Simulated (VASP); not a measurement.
# SnO in VASP: notebook

SnO is run at these levels: PBE+D3(BJ); tasks: single point.

Everything below comes from runs of VASP 6.6.1. Logs are shortened: lines on timing, memory, paths and dates and some standing lists are left out, and cuts for length are marked.

## 1. The cell of the first run

The cell holds a slab with vacuum, 8 atoms: a = 3.821 Å, b = 3.821 Å, c = 22.228 Å, α = 90.00°, β = 90.00°, γ = 90.00°.

## 2. Single point, PBE+D3(BJ) (layers slid over each other)

Input file INCAR:

```
SYSTEM = SnO
ALGO = Normal
DIPOL = 0.5 0.5 0.404
EDIFF = 1E-7
ENCUT = 520
GGA = PE
IDIPOL = 3
ISIF = 2
ISMEAR = 0
IVDW = 12
LASPH = .True.
LCHARG = .True.
LDIPOL = .True.
LELF = .True.
LREAL = .False.
LVACPOTAV = .True.
LVHAR = .True.
LWAVE = .False.
NBANDS = 50
NELM = 80
PREC = Accurate
SIGMA = 0.05
```

Input file KPOINTS:

```
k-points
0
Gamma
  7 7 1
  0 0 0
```

Input file POSCAR:

```
SnO
1.0
    3.8205591572     -0.0000144285      0.0000000000
    0.0000145032      3.8205591572      0.0000000000
    0.0000000000      0.0000000000     22.2281056610
Sn O
4 4
Direct
    0.7499972356      0.2500027644      0.2024464014
    0.2499972356      0.7500027644      0.3088006209
    0.3749972356      1.0000027644      0.5000000000
    0.8749972356      0.5000027644      0.6063542196
    0.2499972356      0.2500027644      0.2556235111
    0.7499972356      0.7500027644      0.2556235111
    0.8749972356      1.0000027644      0.5531771098
    0.3749972356      0.5000027644      0.5531771098
```

Potentials or basis: VASP PAW PBE potentials, release 64 (Sn_d, O).

On the command line:

```
$ cat potpaw_PBE.64/Sn_d/POTCAR potpaw_PBE.64/O/POTCAR > POTCAR
$ mpirun -np 1 vasp_std > vasp.out
```

OUTCAR:

```text
SYSTEM = SnO
   EDIFF = 1E-7
   ENCUT = 520
   GGA = PE
   ISIF = 2
   ISMEAR = 0
   IVDW = 12
   LASPH = .True.
   LREAL = .False.
   NELM = 80
   PREC = Accurate
 IVDW          = 12

 ion  position               nearest neighbor table
   1  0.750  0.250  0.202-   5 2.25   5 2.25   6 2.25   6 2.25   2 3.59   2 3.59   2 3.59   2 3.59

   2  0.250  0.750  0.309-   6 2.25   6 2.25   5 2.25   5 2.25   1 3.59   1 3.59   1 3.59   1 3.59

   3  0.375  0.000  0.500-   7 2.25   7 2.25   8 2.25   8 2.25   4 3.59   4 3.59   4 3.59   4 3.59

   4  0.875  0.500  0.606-   8 2.25   8 2.25   7 2.25   7 2.25   3 3.59   3 3.59   3 3.59   3 3.59

   5  0.250  0.250  0.256-   1 2.25   1 2.25   2 2.25   2 2.25
   6  0.750  0.750  0.256-   1 2.25   1 2.25   2 2.25   2 2.25
   7  0.875  0.000  0.553-   3 2.25   3 2.25   4 2.25   4 2.25
   8  0.375  0.500  0.553-   4 2.25   4 2.25   3 2.25   3 2.25

  LATTYP: Found a simple tetragonal cell.
 ALAT       =     3.8205591572
 C/A-ratio  =     5.8180242070

  Lattice vectors:

 A1 = (   3.8205591572,  -0.0000144285,   0.0000000000)
 A2 = (   0.0000145032,   3.8205591572,   0.0000000000)
 A3 = (   0.0000000000,   0.0000000000,  22.2281056610)

Analysis of symmetry for initial positions (statically):
=====================================================================
 Subroutine PRICEL returns:
 Original cell was already a primitive cell.

 Routine SETGRP: Setting up the symmetry group for a
 simple tetragonal supercell.

 Subroutine GETGRP returns: Found  2 space group operations
 (whereof  1 operations were pure point group operations)
 out of a pool of 16 trial point group operations.

The static configuration has the point symmetry C_1 .
 The point group associated with its full space group is S_2 .

Analysis of symmetry for dynamics (positions and initial velocities):
=====================================================================
 Subroutine PRICEL returns:
 Original cell was already a primitive cell.

 Routine SETGRP: Setting up the symmetry group for a
 simple tetragonal supercell.

 Subroutine GETGRP returns: Found  2 space group operations
 (whereof  1 operations were pure point group operations)
 out of a pool of 16 trial point group operations.

The dynamic configuration has the point symmetry C_1 .
 The point group associated with its full space group is S_2 .

 Subroutine INISYM returns: Found  2 space group operations
 (whereof  1 operations are pure point group operations),
 and found     1 'primitive' translations

----------------------------------------------------------------------------------------

                                     Primitive cell

  volume of cell :     324.4564

  direct lattice vectors                    reciprocal lattice vectors
     3.820559157 -0.000014428  0.000000000     0.261741792 -0.000000994  0.000000000
     0.000014503  3.820559157  0.000000000     0.000000988  0.261741792  0.000000000
     0.000000000  0.000000000 22.228105661     0.000000000  0.000000000  0.044988089

  length of vectors
     3.820559157  3.820559157 22.228105661     0.261741792  0.261741792  0.044988089

  position of ions in fractional coordinates (direct lattice)
     0.749997236  0.250002764  0.202446401
     0.249997236  0.750002764  0.308800621
     0.374997236  0.000002764  0.500000000
     0.874997236  0.500002764  0.606354220
     0.249997236  0.250002764  0.255623511
     0.749997236  0.750002764  0.255623511
     0.874997236  0.000002764  0.553177110
     0.374997236  0.500002764  0.553177110

  ion indices of the primitive-cell ions
   primitive index   ion index
                 1           1
                 2           2
                 3           3
                 4           4
                 5           5
                 6           6
                 7           7
                 8           8

----------------------------------------------------------------------------------------

 KPOINTS: k-points

Automatic generation of k-mesh.
 Grid dimensions read from file:
 generate k-points for:    7    7    1

 Generating k-lattice:

  Cartesian coordinates                     Fractional coordinates (reciprocal lattice)
     0.037391685 -0.000000142  0.000000000     0.142857143  0.000000000  0.000000000
     0.000000141  0.037391685  0.000000000    -0.000000000  0.142857143  0.000000000
     0.000000000  0.000000000  0.044988089     0.000000000  0.000000000  1.000000000

  Length of vectors
     0.037391685  0.037391685  0.044988089

  Shift w.r.t. Gamma in fractional coordinates (k-lattice)
     0.000000000  0.000000000  0.000000000

 Subroutine IBZKPT returns following result:
 ===========================================

 Found     25 irreducible k-points:

 Following reciprocal coordinates:
            Coordinates               Weight
  0.000000  0.000000  0.000000      1.000000
  0.142857  0.000000  0.000000      2.000000
  0.000000  0.142857  0.000000      2.000000
  0.285714  0.000000  0.000000      2.000000
  0.000000  0.285714  0.000000      2.000000
  0.428571  0.000000  0.000000      2.000000
[... 16 lines left out ...]
  0.285714  0.428571  0.000000      2.000000
  0.428571  0.428571  0.000000      2.000000
   k-points           NKPTS =     25   k-points in BZ     NKDIM =     25   number of bands    NBANDS=     50
   number of dos      NEDOS =    301   number of ions     NIONS =      8
   total plane-waves  NPLWV = 131712
   dimension x,y,z NGX =    28 NGY =   28 NGZ =  168
   dimension x,y,z NGXF=    56 NGYF=   56 NGZF=  336
   ions per type =               4   4
   NGX,Y,Z   is equivalent  to a cutoff of  12.18, 12.18, 12.56 a.u.
   NGXF,Y,Z  is equivalent  to a cutoff of  24.37, 24.37, 25.13 a.u.
 SYSTEM =  SnO
   PREC   = accura    normal or accurate (medium, high low for compatibility)
   ISTART =      0    job   : 0-new  1-cont  2-samecut
   ICHARG =      2    charge: 1-file 2-atom 10-const
   ISPIN  =      1    spin polarized calculation?
   LNONCOLLINEAR =      F non collinear calculations
   LSORBIT =      F    spin-orbit coupling
   LASPH  =      T    aspherical Exc in radial PAW
   ENCUT  =  520.0 eV  38.22 Ry    6.18 a.u.   7.10  7.10 41.33*2*pi/ulx,y,z
   NELM   =     80;   NELMIN=  2; NELMDL= -5     # of ELM steps
   EDIFF  = 0.1E-06   stopping-criterion for ELM
   LREAL  =      F    real-space projection
   EDIFFG = 0.1E-05   stopping-criterion for IOM
   NSW    =      0    number of steps for IOM
   IBRION =     -1    ionic relax: 0-MD 1-quasi-New 2-CG
   NFREE  =      0    steps in history (QN), initial steepest desc. (CG)
   ISIF   =      2    stress and relaxation
   ISYM   =      2    0-nonsym 1-usesym 2-fastsym
   POTIM  = 0.5000    time-step for ionic-motion
   TEBEG  =    0.0;   TEEND  =   0.0 temperature during run
   PSTRESS=    0.0 pullay stress
   NELECT =      80.0000    total number of electrons
   NUPDOWN=      -1.0000    fix difference up-down
   EMIN   =  10.00;   EMAX   =-10.00  energy-range for DOS
   EFERMI =   0.00;   METHOD = LEGACY
   ISMEAR =     0;   SIGMA  =   0.05  broadening in eV -4-tet -1-fermi 0-gaus
   EFERMI_NEDOS =   21; number of points for ismear=-14 and -15
   IALGO  =     38    algorithm
   IMIX   =      4    mixing-type and parameters
     AMIX     =   0.40;   BMIX     =  1.00
     AMIX_MAG =   1.60;   BMIX_MAG =  1.00
  volume/ion in A,a.u.               =      40.56       273.69
  Fermi-wavevector in a.u.,A,eV,Ry     =   1.026564  1.939925 14.338279  1.053834
  Thomas-Fermi vector in A             =   2.160463
   LORBIT       =      0    0 simple, 1 ext, 2 COOP (PROOUT), +10 PAW based schemes
   GGA     = PE    functional components
   LHFCALC =     F    Hartree Fock is set to
   AEXX    =    0.0000 exact exchange contribution
   IVDW    =    12    specifies the selected vdW correction
   LEPSILON=     F    determine dielectric tensor
   LRPA    =     F    only Hartree local field effects (RPA)
 non-spin polarized calculation
 Gauss-broadening in eV      SIGMA  =   0.05
  energy-cutoff  :      520.00
  volume of cell :      324.46
 maximum number of plane-waves:      8769
   NGX = 15   NGY = 15   NGZ = 83

 dipolmoment           0.000000      0.000000      0.000014 electrons x Angstroem

 number of electron      79.9999970 magnetization

 dipolmoment           0.000000      0.000000     -0.000004 electrons x Angstroem

 Free energy of the ion-electron system (eV)
  ---------------------------------------------------
  ext. energy  EPLUGINS =         0.00000000
  ---------------------------------------------------
  free energy    TOTEN  =       -45.15461287 eV

  energy without entropy =      -45.15461287  energy(sigma->0) =      -45.15461287

 E-fermi :   0.0381     XC(G=0):  -5.3208

 val. band max:       -0.2084881787   @ k =  -0.1429   0.1429   0.0000
 cond. band min:       2.3111380516   @ k =   0.4286   0.0000   0.0000
 fundamental gap:      2.5196262303
 Fermi energy:         0.0380616340

 k-point     1 :       0.0000    0.0000    0.0000
  band No.  band energies     occupation
      1     -21.0486      2.00000
      2     -21.0486      2.00000
      3     -20.6892      2.00000
      4     -20.6892      2.00000
      5     -20.6517      2.00000
      6     -20.6514      2.00000
[... 42 lines left out ...]
     49       5.2005      0.00000
     50       5.2007      0.00000

 k-point     2 :       0.1429    0.0000    0.0000
  band No.  band energies     occupation
      1     -21.0396      2.00000
      2     -21.0396      2.00000
      3     -20.6898      2.00000
      4     -20.6897      2.00000
      5     -20.6532      2.00000
      6     -20.6531      2.00000
[... 1158 lines left out ...]
 k-point    24 :       0.4286    0.4286    0.0000
  band No.  band energies     occupation
      1     -20.9897      2.00000
      2     -20.9894      2.00000
      3     -20.9756      2.00000
      4     -20.9755      2.00000
      5     -20.6563      2.00000
      6     -20.6562      2.00000
[... 42 lines left out ...]
     49       6.0053      0.00000
     50       6.2859      0.00000

 [... further k-points ...]

------------------------ aborting loop because EDIFF is reached ----------------------------------------

 Edisp (eV)   -1.23301

 E8    (eV) :    -0.5450

  FORCE on cell =-STRESS in cart. coord.  units (eV):
  Direction    XX          YY          ZZ          XY          YZ          ZX
  --------------------------------------------------------------------------------------
  -------------------------------------------------------------------------------------
  Total       0.15483     0.18255     0.05050     0.01705     0.21562     0.12616
  in kB       0.76454     0.90146     0.24939     0.08421     1.06475     0.62299
  external pressure =        0.64 kB  Pullay stress =        0.00 kB

 VOLUME and BASIS-vectors are now :
 -----------------------------------------------------------------------------
  energy-cutoff  :      520.00
  volume of cell :      324.46
      direct lattice vectors                 reciprocal lattice vectors
     3.820559157 -0.000014428  0.000000000     0.261741792 -0.000000994  0.000000000
     0.000014503  3.820559157  0.000000000     0.000000988  0.261741792  0.000000000
     0.000000000  0.000000000 22.228105661     0.000000000  0.000000000  0.044988089

 POSITION                                       TOTAL-FORCE (eV/Angst)
 -----------------------------------------------------------------------------------
      2.86541      0.95514      4.50000        -0.002364     -0.004039     -0.071781
      0.95514      2.86543      6.86405        -0.011943     -0.022525      0.091411
      1.43270      0.00001     11.11405         0.011943      0.022525     -0.091411
      3.34299      1.91028     13.47811         0.002364      0.004039      0.071781
      0.95513      0.95515      5.68203         0.004812     -0.020664      0.003350
      2.86542      2.86542      5.68203        -0.012918      0.008032      0.003583
      3.34298     -0.00000     12.29608         0.012918     -0.008032     -0.003583
      1.43271      1.91028     12.29608        -0.004812      0.020664     -0.003350
 -----------------------------------------------------------------------------------
    total drift:                               -0.000000      0.000000     -0.000214

  FREE ENERGIE OF THE ION-ELECTRON SYSTEM (eV)
  ---------------------------------------------------
  free  energy   TOTEN  =       -46.3876242431 eV

  energy  without entropy=      -46.3876242431  energy(sigma->0) =      -46.38762424

 vacuum level on the upper side and lower side of the slab         4.932         4.932
```

Run time: 8.1 min. Hardware: 1 thread of Intel Xeon Platinum 8488C (Sapphire Rapids), shared host; peak memory 0.51 GiB.

What came out:

```yaml
Free_energy: -46.3876 eV
Largest_force: 0.095 eV/Å
Band_gap_on_the_k_mesh: 2.52 eV (least direct gap 2.57 eV)
Dispersion_energy_per_atom: -0.154 eV
```

Forces on the atoms (eV/Å):
```
Sn  -0.002 -0.004 -0.072
Sn  -0.012 -0.023  0.091
Sn   0.012  0.023 -0.091
Sn   0.002  0.004  0.072
O    0.005 -0.021  0.003
O   -0.013  0.008  0.004
O    0.013 -0.008 -0.004
O   -0.005  0.021 -0.003
```

Caveat: the cell differs from its parent crystal (layers slid over each other); spin-orbit coupling is left out, which moves the levels of the heavy elements.

## 3. Single point, PBE+D3(BJ) (layers slid over each other)

Input file INCAR:

```
PREC = Accurate
ENCUT = 520
EDIFF = 1E-7
ISMEAR = 0
SIGMA = 0.05
LREAL = F
LASPH = T
NELM = 80
ALGO = Normal
ISIF = 2
LWAVE = F
LCHARG = T
LDIPOL = T
IDIPOL = 3
DIPOL = 0.5 0.5 0.404
GGA = PE
IVDW = 12
LELF = T
LVHAR = T
LVACPOTAV = T
NBANDS = 50
```

Input file KPOINTS:

```
regular mesh
0
Gamma
  7 7 1
```

Input file POSCAR:

```
SnO
1.0
    3.8205591572     -0.0000144285      0.0000000000
    0.0000145032      3.8205591572      0.0000000000
    0.0000000000      0.0000000000     22.2281056610
Sn O
4 4
Direct
    0.7499972356      0.2500027644      0.2024464014
    0.2499972356      0.7500027644      0.3088006209
    0.4999972356      1.1250027644      0.5000000000
    0.9999972356      0.6250027644      0.6063542196
    0.2499972356      0.2500027644      0.2556235111
    0.7499972356      0.7500027644      0.2556235111
    0.9999972356      1.1250027644      0.5531771098
    0.4999972356      0.6250027644      0.5531771098
```

Potentials or basis: VASP PAW PBE potentials, release 64 (Sn_d, O).

On the command line:

```
$ cat potpaw_PBE.64/Sn_d/POTCAR potpaw_PBE.64/O/POTCAR > POTCAR
$ mpirun -np 1 vasp_std > vasp.out
```

Run time: 11 min. Hardware: 1 thread of Intel Xeon Platinum 8488C (Sapphire Rapids), shared host; peak memory 0.51 GiB.

The run converged. Its results:

| Item | Value |
| --- | --- |
| Free energy | -46.4139 eV |
| Largest force | 0.145 eV/Å |
| Band gap on the k mesh | 2.56 eV (least direct gap 2.59 eV) |
| Dispersion energy per atom | -0.154 eV |

Forces on the atoms (eV/Å):
```
Sn  -0.003 -0.002 -0.070
Sn  -0.010 -0.011  0.144
Sn   0.010  0.011 -0.144
Sn   0.003  0.002  0.070
O    0.005 -0.012  0.008
O   -0.015  0.004  0.009
O    0.015 -0.004 -0.009
O   -0.005  0.012 -0.008
```

Levels at points of the mesh, in eV from the valence-band top:
```
           k point  band 36  band 37  band 38  band 39  band 40  band 41  band 42  band 43  band 44  band 45
(0.00, 0.00, 0.00)    -1.91    -1.91    -1.91    -0.55    -0.02     2.56     2.90     2.90     3.78     4.91
```

Caveat: the cell differs from its parent crystal (layers slid over each other); spin-orbit coupling is left out, which moves the levels of the heavy elements.
